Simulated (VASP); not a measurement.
# As (P6_3/mmc) in VASP: notebook

Runs on As. Level: RPBE. Tasks: single point.

Everything below comes from runs of VASP 6.6.1. Logs are shortened: lines on timing, memory, paths and dates and some standing lists are left out, and cuts for length are marked.

## (1) The cell of the first run

The structure is hexagonal, space group P6_3/mmc (No. 194). Conventional cell: a = 3.034 Å, b = 3.034 Å, c = 10.280 Å, α = 90.00°, β = 90.00°, γ = 120.00°. As (site symmetry -3m) has 12 As at 3.03 to 3.11 Å within 4.0 Å. Within 4.0 Å of As (site symmetry -6m2) lie 12 As at 3.03 to 3.11 Å.

## (2) Single point, RPBE (volume scaled by 1.04)

The input, INCAR:

```
PREC     = Accurate       # precision mode
ENCUT    = 520            # plane-wave cutoff, eV
EDIFF    = 1E-6           # SCF threshold, eV
ISMEAR   = -1             # smearing method
SIGMA    = 0.1            # smearing width, eV
LREAL    = False          # projectors in reciprocal space
LASPH    = True           # aspherical terms in the spheres
NELM     = 80             # most SCF steps
ALGO     = Normal         # electronic algorithm
ISIF     = 2              # what is computed and relaxed
LWAVE    = False          # write WAVECAR
LCHARG   = False          # write CHGCAR
GGA      = RP             # functional
NBANDS   = 18             # bands
```

The input, KPOINTS:

```
regular mesh
0
Gamma
  14 14 4
```

The input, POSCAR:

```
As
1.0
    3.0336162709      0.0000000000      0.0000000000
   -1.5168081354      2.6271887559      0.0000000000
    0.0000000000      0.0000000000     10.2800732992
As
4
Direct
    0.0000000000      1.0000000000      0.0000000000
    0.0000000000      1.0000000000      0.5000000000
    0.3333333333      0.6666666667      0.2500000000
    0.6666666667      0.3333333333      0.7500000000
```

Potentials or basis: VASP PAW PBE potentials, release 64 (As).

On the command line:

```console
$ cat potpaw_PBE.64/As/POTCAR > POTCAR
$ mpirun -np 1 vasp_std > vasp.out
```

OUTCAR:

```text
PREC = Accurate
   ENCUT = 520
   EDIFF = 1E-6
   ISMEAR = -1
   LREAL = False
   LASPH = True
   NELM = 80
   ISIF = 2
   GGA = RP

 ion  position               nearest neighbor table
   1  0.000  0.000  0.000-
   2  0.000  0.000  0.500-
   3  0.333  0.667  0.250-
   4  0.667  0.333  0.750-

  LATTYP: Found a hexagonal cell.
 ALAT       =     3.0336162709
 C/A-ratio  =     3.3887190670

  Lattice vectors:

 A1 = (   3.0336162709,   0.0000000000,   0.0000000000)
 A2 = (  -1.5168081354,   2.6271887559,   0.0000000000)
 A3 = (   0.0000000000,   0.0000000000,  10.2800732992)

Analysis of symmetry for initial positions (statically):
=====================================================================
 Subroutine PRICEL returns:
 Original cell was already a primitive cell.

 Routine SETGRP: Setting up the symmetry group for a
 hexagonal supercell.

 Subroutine GETGRP returns: Found 24 space group operations
 (whereof 12 operations were pure point group operations)
 out of a pool of 24 trial point group operations.

The static configuration has the point symmetry D_3d.
 The point group associated with its full space group is D_6h.

Analysis of symmetry for dynamics (positions and initial velocities):
=====================================================================
 Subroutine PRICEL returns:
 Original cell was already a primitive cell.

 Routine SETGRP: Setting up the symmetry group for a
 hexagonal supercell.

 Subroutine GETGRP returns: Found 24 space group operations
 (whereof 12 operations were pure point group operations)
 out of a pool of 24 trial point group operations.

The dynamic configuration has the point symmetry D_3d.
 The point group associated with its full space group is D_6h.

 Subroutine INISYM returns: Found 24 space group operations
 (whereof 12 operations are pure point group operations),
 and found     1 'primitive' translations

----------------------------------------------------------------------------------------

                                     Primitive cell

  volume of cell :      81.9310

  direct lattice vectors                    reciprocal lattice vectors
     3.033616271  0.000000000  0.000000000     0.329639582  0.190317501  0.000000000
    -1.516808135  2.627188756  0.000000000     0.000000000  0.380635003  0.000000000
     0.000000000  0.000000000 10.280073299     0.000000000  0.000000000  0.097275571

  length of vectors
     3.033616271  3.033616271 10.280073299     0.380635003  0.380635003  0.097275571

  position of ions in fractional coordinates (direct lattice)
     0.000000000  0.000000000  0.000000000
     0.000000000  0.000000000  0.500000000
     0.333333333  0.666666667  0.250000000
     0.666666667  0.333333333  0.750000000

  ion indices of the primitive-cell ions
   primitive index   ion index
                 1           1
                 2           2
                 3           3
                 4           4

----------------------------------------------------------------------------------------

 KPOINTS: regular mesh

Automatic generation of k-mesh.
 Grid dimensions read from file:
 generate k-points for:   14   14    4

 Generating k-lattice:

  Cartesian coordinates                     Fractional coordinates (reciprocal lattice)
     0.023545684  0.013594107  0.000000000     0.071428571  0.000000000  0.000000000
     0.000000000  0.027188215  0.000000000     0.000000000  0.071428571  0.000000000
     0.000000000  0.000000000  0.024318893     0.000000000  0.000000000  0.250000000

  Length of vectors
     0.027188214  0.027188215  0.024318893

  Shift w.r.t. Gamma in fractional coordinates (k-lattice)
     0.000000000  0.000000000  0.000000000

 Subroutine IBZKPT returns following result:
 ===========================================

 Found     72 irreducible k-points:

 Following reciprocal coordinates:
            Coordinates               Weight
  0.000000  0.000000  0.000000      1.000000
  0.071429  0.000000  0.000000      6.000000
  0.142857  0.000000  0.000000      6.000000
  0.214286  0.000000  0.000000      6.000000
  0.285714  0.000000  0.000000      6.000000
  0.357143  0.000000  0.000000      6.000000
[... 16 lines left out ...]
  0.285714  0.285714  0.000000      6.000000
  0.357143  0.285714  0.000000      6.000000
 [... further k-points ...]
   k-points           NKPTS =     72   k-points in BZ     NKDIM =     72   number of bands    NBANDS=     18
   number of dos      NEDOS =    301   number of ions     NIONS =      4
   total plane-waves  NPLWV =  46080
   dimension x,y,z NGX =    24 NGY =   24 NGZ =   80
   dimension x,y,z NGXF=    48 NGYF=   48 NGZF=  160
   ions per type =               4
   NGX,Y,Z   is equivalent  to a cutoff of  13.15, 13.15, 12.94 a.u.
   NGXF,Y,Z  is equivalent  to a cutoff of  26.30, 26.30, 25.87 a.u.
 SYSTEM =  unknown system
   PREC   = accura    normal or accurate (medium, high low for compatibility)
   ISTART =      0    job   : 0-new  1-cont  2-samecut
   ICHARG =      2    charge: 1-file 2-atom 10-const
   ISPIN  =      1    spin polarized calculation?
   LNONCOLLINEAR =      F non collinear calculations
   LSORBIT =      F    spin-orbit coupling
   LASPH  =      T    aspherical Exc in radial PAW
   ENCUT  =  520.0 eV  38.22 Ry    6.18 a.u.   5.64  5.64 19.11*2*pi/ulx,y,z
   NELM   =     80;   NELMIN=  2; NELMDL= -5     # of ELM steps
   EDIFF  = 0.1E-05   stopping-criterion for ELM
   LREAL  =      F    real-space projection
   EDIFFG = 0.1E-04   stopping-criterion for IOM
   NSW    =      0    number of steps for IOM
   IBRION =     -1    ionic relax: 0-MD 1-quasi-New 2-CG
   NFREE  =      0    steps in history (QN), initial steepest desc. (CG)
   ISIF   =      2    stress and relaxation
   ISYM   =      2    0-nonsym 1-usesym 2-fastsym
   POTIM  = 0.5000    time-step for ionic-motion
   TEBEG  =    0.0;   TEEND  =   0.0 temperature during run
   PSTRESS=    0.0 pullay stress
   NELECT =      20.0000    total number of electrons
   NUPDOWN=      -1.0000    fix difference up-down
   EMIN   =  10.00;   EMAX   =-10.00  energy-range for DOS
   EFERMI =   0.00;   METHOD = LEGACY
   ISMEAR =    -1;   SIGMA  =   0.10  broadening in eV -4-tet -1-fermi 0-gaus
   EFERMI_NEDOS =   21; number of points for ismear=-14 and -15
   IALGO  =     38    algorithm
   IMIX   =      4    mixing-type and parameters
     AMIX     =   0.40;   BMIX     =  1.00
     AMIX_MAG =   1.60;   BMIX_MAG =  1.00
  volume/ion in A,a.u.               =      20.48       138.22
  Fermi-wavevector in a.u.,A,eV,Ry     =   1.023141  1.933456 14.242814  1.046817
  Thomas-Fermi vector in A             =   2.156858
   LORBIT       =      0    0 simple, 1 ext, 2 COOP (PROOUT), +10 PAW based schemes
   GGA     = RP    functional components
   LHFCALC =     F    Hartree Fock is set to
   AEXX    =    0.0000 exact exchange contribution
   IVDW    =     0    specifies the selected vdW correction
   LEPSILON=     F    determine dielectric tensor
   LRPA    =     F    only Hartree local field effects (RPA)
 non-spin polarized calculation
  energy-cutoff  :      520.00
  volume of cell :       81.93
 maximum number of plane-waves:      2234
 NGX is ok and might be reduce to    24
   NGX = 11   NGY = 11   NGZ = 39

 number of electron      19.9999998 magnetization

 Free energy of the ion-electron system (eV)
  ---------------------------------------------------
  ext. energy  EPLUGINS =         0.00000000
  ---------------------------------------------------
  free energy    TOTEN  =       -15.08456274 eV

  energy without entropy =      -15.01152720  energy(sigma->0) =      -15.04804497

 E-fermi :   5.8670     XC(G=0): -10.4199

 val. band max:        5.8119907868   @ k =   0.2143   0.0714   0.5000
 cond. band min:       5.8990956540   @ k =   0.4286   0.1429   0.5000
 fundamental gap:      0.0871048671
 Fermi energy:         5.8669673594

 k-point     1 :       0.0000    0.0000    0.0000
  band No.  band energies     occupation
      1      -8.6759      2.00000
      2      -7.4278      2.00000
      3      -7.4157      2.00000
      4      -5.0541      2.00000
      5      -0.4597      2.00000
      6       4.4392      2.00000
[... 10 lines left out ...]
     17      15.4479      0.00000
     18      16.1398      0.00000

 k-point     2 :       0.0714    0.0000    0.0000
  band No.  band energies     occupation
      1      -8.5734      2.00000
      2      -7.3275      2.00000
      3      -7.3154      2.00000
      4      -4.9632      2.00000
      5      -0.3545      2.00000
      6       4.5096      2.00000
[... 10 lines left out ...]
     17      15.8345      0.00000
     18      16.4201      0.00000

 k-point     3 :       0.1429    0.0000    0.0000
  band No.  band energies     occupation
      1      -8.2672      2.00000
      2      -7.0285      2.00000
      3      -7.0166      2.00000
      4      -4.6957      2.00000
      5      -0.0410      2.00000
      6       4.6835      1.99999
[... 10 lines left out ...]
     17      14.7698      0.00000
     18      15.5064      0.00000

 k-point     4 :       0.2143    0.0000    0.0000
  band No.  band energies     occupation
      1      -7.7622      2.00000
      2      -6.5382      2.00000
      3      -6.5271      2.00000
      4      -4.2703      2.00000
      5       0.4741      2.00000
      6       4.5923      1.99999
[... 375 lines left out ...]
      4      -2.9761      2.00000
      5       0.6128      2.00000
      6       0.9192      2.00000
[... 10 lines left out ...]
     17      12.5298      0.00000
     18      13.3754      0.00000

 k-point    23 :       0.2857    0.2857    0.0000
  band No.  band energies     occupation
      1      -4.2987      2.00000
      2      -3.5825      2.00000
      3      -3.5466      2.00000
      4      -2.9040      2.00000
      5       1.1503      2.00000
      6       1.4192      2.00000
[... 10 lines left out ...]
     17      12.4090      0.00000
     18      13.6808      0.00000

 k-point    24 :       0.3571    0.2857    0.0000
  band No.  band energies     occupation
      1      -3.6871      2.00000
      2      -3.4218      2.00000
      3      -3.2829      2.00000
      4      -3.1336      2.00000
      5       1.0523      2.00000
      6       1.3466      2.00000
[... 10 lines left out ...]
     17      12.9190      0.00000
     18      13.0439      0.00000

 [... further k-points ...]

------------------------ aborting loop because EDIFF is reached ----------------------------------------

  FORCE on cell =-STRESS in cart. coord.  units (eV):
  Direction    XX          YY          ZZ          XY          YZ          ZX
  --------------------------------------------------------------------------------------
  -------------------------------------------------------------------------------------
  Total       -1.5766530     -1.5766530     -1.1635149     -0.0000000      0.0000000      0.0000000
  in kB      -30.8317774    -30.8317774    -22.7527760     -0.0000000      0.0000000      0.0000000
  external PRESSURE =     -28.1387769 kB  Pullay stress =       0.0000000 kB

 VOLUME and BASIS-vectors are now :
 -----------------------------------------------------------------------------
  energy-cutoff  :      520.00
  volume of cell :       81.93
      direct lattice vectors                 reciprocal lattice vectors
     3.033616271  0.000000000  0.000000000     0.329639582  0.190317501  0.000000000
    -1.516808135  2.627188756  0.000000000     0.000000000  0.380635003  0.000000000
     0.000000000  0.000000000 10.280073299     0.000000000  0.000000000  0.097275571

 POSITION                                       TOTAL-FORCE (eV/Angst)
 -----------------------------------------------------------------------------------
      0.00000      0.00000      0.00000         0.000000      0.000000      0.000000
      0.00000      0.00000      5.14004         0.000000      0.000000      0.000000
     -0.00000      1.75146      2.57002        -0.000000      0.000000     -0.000000
      1.51681      0.87573      7.71005         0.000000      0.000000     -0.000000
 -----------------------------------------------------------------------------------
    total drift:                               -0.000000      0.000000      0.000000

  FREE ENERGIE OF THE ION-ELECTRON SYSTEM (eV)
  ---------------------------------------------------
  free  energy   TOTEN  =       -15.0845627409 eV

  energy  without entropy=      -15.0115272018  energy(sigma->0) =      -15.04804497
```

Wall time 47 s (1 thread of Intel Xeon Platinum 8259CL at 2.50GHz (Skylake/Cascade Lake), shared host); peak memory 0.24 GiB.

What came out:

- Free energy: -15.0846 eV
- Pressure: -2.8 GPa
- Band gap on the k mesh: zero (band 10 reaches 10.49 eV, above the bottom of band 11 at 3.42 eV)

Stress tensor (GPa, compression positive):
```
-3.08  0.00  0.00
 0.00 -3.08  0.00
 0.00  0.00 -2.28
```

Levels at points of the mesh, in eV from the Fermi level:
| k point | band 7 | band 8 | band 9 | band 10 | band 11 | band 12 | band 13 | band 14 |
| --- | --- | --- | --- | --- | --- | --- | --- | --- |
| (0.00, 0.00, 0.00) | -1.42 | 4.03 | 4.03 | 4.62 | 4.62 | 4.67 | 4.67 | 4.73 |
| (0.50, 0.00, 0.00) | -4.46 | -3.97 | -1.82 | -1.01 | 0.78 | 1.59 | 1.90 | 1.91 |
| (0.00, 0.00, 0.50) | 2.35 | 2.35 | 4.20 | 4.20 | 4.20 | 4.20 | 5.16 | 5.16 |
| (0.50, 0.00, 0.50) | -4.84 | -4.84 | -0.53 | -0.53 | 1.07 | 1.07 | 1.07 | 1.07 |

Caveat: the PAW data sets were made with another functional, which shifts forces and pressure a little.

(Continued in part 2 of 2.)
